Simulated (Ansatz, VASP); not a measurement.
# LaB6: VASP beside Ansatz

Contents of POSCAR:

```
LaB6
1.0
    4.1570000000      0.0000000000      0.0000000000
    0.0000000000      4.1570000000      0.0000000000
    0.0000000000      0.0000000000      4.1570000000
La B
1 6
Direct
    0.0000000000      0.0000000000      0.0000000000
    0.1975000000      0.5000000000      0.5000000000
    0.5000000000      0.1975000000      0.5000000000
    0.8025000000      0.5000000000      0.5000000000
    0.5000000000      0.8025000000      0.5000000000
    0.5000000000      0.5000000000      0.1975000000
    0.5000000000      0.5000000000      0.8025000000
```

INCAR.step1

```
SYSTEM = LaB6
  PREC = Accurate
  ENCUT = 520
  ISMEAR = 0
  SIGMA = 0.1
  LREAL = .FALSE.
  LASPH = .TRUE.
  NELM = 100
  NBANDS = 24
  GGA = PE
  ALGO = Normal
  EDIFF = 1E-4
  LWAVE = .TRUE.
  LCHARG = .FALSE.
```

Contents of INCAR.step2:

```
SYSTEM = LaB6
  PREC = Accurate
  ENCUT = 520
  EDIFF = 1E-6
  ISMEAR = 0
  SIGMA = 0.1
  LREAL = .FALSE.
  LASPH = .TRUE.
  NELM = 100
  ALGO = Normal
  ISIF = 2
  LWAVE = .FALSE.
  LCHARG = .FALSE.
  METAGGA = R2SCAN
  LMIXTAU = .TRUE.
  NBANDS = 24
  ISTART = 1
```

KPOINTS

```
Automatic mesh
0
G
  4 4 4
  0 0 0
```

Input for Ansatz:

```yaml
crystal:
  lattice:
    - [4.157, 0.0, 0.0]
    - [0.0, 4.157, 0.0]
    - [0.0, 0.0, 4.157]
  atoms:
    - { symbol: La, position: [0.0, 0.0, 0.0] }
    - { symbol: B, position: [0.1975, 0.5, 0.5] }
    - { symbol: B, position: [0.5, 0.1975, 0.5] }
    - { symbol: B, position: [0.8025, 0.5, 0.5] }
    - { symbol: B, position: [0.5, 0.8025, 0.5] }
    - { symbol: B, position: [0.5, 0.5, 0.1975] }
    - { symbol: B, position: [0.5, 0.5, 0.8025] }
basis:
  ecutwfc: 500
kpoints:
  mp_grid: { grid: [4, 4, 4] }
hamiltonian:
  xc: r2scan
scf:
  occupations: { method: gaussian, width: 0.1 }
output:
  forces: true
  stress: true
  eigenvalues: true
```

Alike in both runs: task single point; functional r2SCAN; k mesh 4 × 4 × 4; occupations gaussian, width 0.1 eV; no spin polarisation.

|  | VASP | Ansatz |
| --- | --- | --- |
| version | VASP 6.6.1 | Ansatz 0.2.0 |
| potentials or method | VASP PAW PBE potentials, release 64 (La, B), cutoff 520 eV | scalar-relativistic, plane waves, PAW |
| valence electrons in the cell | 29 | 29 |

```csv
,VASP,Ansatz,Ansatz less VASP
gap on the k mesh at the Fermi level (eV),none,none,-
pressure (GPa),-0.9,-0.9,+0.04
rms of the force components (eV/Å),0.308,0.316,+0.0075
```

VASP's potentials were made for PBE, not for r2SCAN. Atom by atom the forces differ by 0.007 eV/Å (rms over components). A gap of «none» marks a metal or a gap that the smearing closes.

The k mesh is coarse, so the values compare programs but aren't converged. Neither program's run includes spin-orbit coupling.
